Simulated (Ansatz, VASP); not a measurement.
Given: the input of a run of Ansatz 0.2.0 on TiO2.

The input input.yaml:

```yaml
crystal:
  lattice:
    - [4.6900531165, 0.0, 0.0]
    - [0.0, 4.6900531165, 0.0]
    - [0.0, 0.0, 3.0172520901]
  atoms:
    - { symbol: Ti, position: [0.0, 0.0, 0.5] }
    - { symbol: Ti, position: [0.5, 0.5, 0.0] }
    - { symbol: O, position: [0.30432132, 0.30432132, 0.5] }
    - { symbol: O, position: [0.19567868, 0.80432132, 0.0] }
    - { symbol: O, position: [0.80432132, 0.19567868, 0.0] }
    - { symbol: O, position: [0.69567868, 0.69567868, 0.5] }
kpoints:
  mp_grid: { grid: [6, 6, 9] }
scf:
  occupations: { method: fermi_dirac, width: 0.05 }
hamiltonian:
  xc: pbesol
  pseudopotentials: { kind: all_electron, lapw: { basis_error: 0.001 } }
output:
  forces: true
  stress: true
  eigenvalues: true
```

Potentials or basis: all-electron LAPW, scalar-relativistic.

Launch:

```sh
$ ansatz run input.yaml --threads 4 --pin off --max-ram 12288MiB --backend cpu --events-out ev --progress --plain --runs-dir out
```

**Question.** Translate it to VASP 6.6.1. Potentials there: VASP PAW PBE potentials, release 64 (Ti_sv, O).

**Answer.** As run (the cutoff follows the program's own potentials):

Contents of INCAR:

```
PREC = Accurate ; ENCUT = 520
EDIFF = 1E-6 ; ISMEAR = -1
SIGMA = 0.05 ; LREAL = False
LASPH = True ; NELM = 100
ALGO = Normal ; ISIF = 2
LWAVE = False ; LCHARG = False
GGA = PS ; NBANDS = 33
```

The input KPOINTS:

```
Automatic mesh
0
Gamma
  6 6 9
```

Contents of POSCAR:

```
TiO2
1.0
    4.6900531165      0.0000000000      0.0000000000
    0.0000000000      4.6900531165      0.0000000000
    0.0000000000      0.0000000000      3.0172520901
Ti O
2 4
Direct
    0.0000000000      0.0000000000      0.5000000000
    0.5000000000      0.5000000000      0.0000000000
    0.3043213200      0.3043213200      0.5000000000
    0.1956786800      0.8043213200      0.0000000000
    0.8043213200      0.1956786800      0.0000000000
    0.6956786800      0.6956786800      0.5000000000
```

Potentials or basis: VASP PAW PBE potentials, release 64 (Ti_sv, O).

The run is started by

```console
$ cat potpaw_PBE.64/Ti_sv/POTCAR potpaw_PBE.64/O/POTCAR > POTCAR
$ mpirun -np 1 vasp_std > vasp.out
```

Both were run:

|  | VASP | Ansatz | Ansatz less VASP |
| --- | --- | --- | --- |
| gap on the k mesh at the Fermi level (eV) | 1.67 | 1.69 | +0.020 |
| least direct gap on the mesh (eV) | 1.67 | 1.69 | +0.020 |
| pressure (GPa) | -14.2 | -14.8 | -0.55 |
| traceless stress, the component that is largest in VASP (GPa) | -3.16 | -3.34 | -0.178 |
| rms of the force components (eV/Å) | 0.141 | 0.151 | +0.0099 |

VASP's potentials were made for PBE, not for PBEsol. Atom by atom the forces differ by 0.010 eV/Å (rms over components). Ansatz ran all-electron here, and VASP with PAW potentials.
